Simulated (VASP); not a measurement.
Wanted: the native input for a VASP 6.6.1 run.

```
Task                   : single point
Functional             : PBEsol
Potentials or basis    : VASP PAW PBE potentials, release 64 (Os)
Cutoff                 : 520 eV
k mesh                 : 17 × 17 × 10
Occupations            : fermi-dirac, width 0.08 eV
Spin                   : no spin polarisation
Dipole correction      : no
Further INCAR settings : ALGO = Normal; EDIFF = 1e-06; NBANDS = 15
```

The structure of Os lies in POSCAR:

```
Os
1.0
    2.7157497583      0.0000000000      0.0000000000
   -1.3578748792      2.3519082811      0.0000000000
    0.0000000000      0.0000000000      4.2907078513
Os
2
Direct
    0.3333333333      0.6666666667      0.2500000000
    0.6666666667      0.3333333333      0.7500000000
```

This cell differs from its parent crystal: volume scaled by 0.98.

The input as run:

INCAR

```
PREC = Accurate ; ENCUT = 520
EDIFF = 1E-6 ; ISMEAR = -1
SIGMA = 0.08 ; LREAL = False
LASPH = True ; NELM = 100
ALGO = Normal ; ISIF = 2
LWAVE = False ; LCHARG = True
GGA = PS ; LELF = True
LVHAR = True ; NBANDS = 15
```

KPOINTS

```
regular mesh
0
Gamma
  17 17 10
```

Potentials or basis: VASP PAW PBE potentials, release 64 (Os).

Command:

```bash
$ cat potpaw_PBE.64/Os/POTCAR > POTCAR
$ mpirun -np 1 vasp_std > vasp.out
```

Results of the run:

* Pressure: 6.9 GPa
* Band gap on the k mesh: zero (band 8 reaches 11.77 eV, above the bottom of band 9 at 7.70 eV)

Caveat: the PAW data sets were made with another functional, which shifts forces and pressure a little; spin-orbit coupling is left out, which moves the levels of the heavy elements.

Run time: 39 s on 1 thread of Intel(R) Xeon(R) 6975P-C (Granite Rapids) (shared host), peak memory 0.19 GiB.
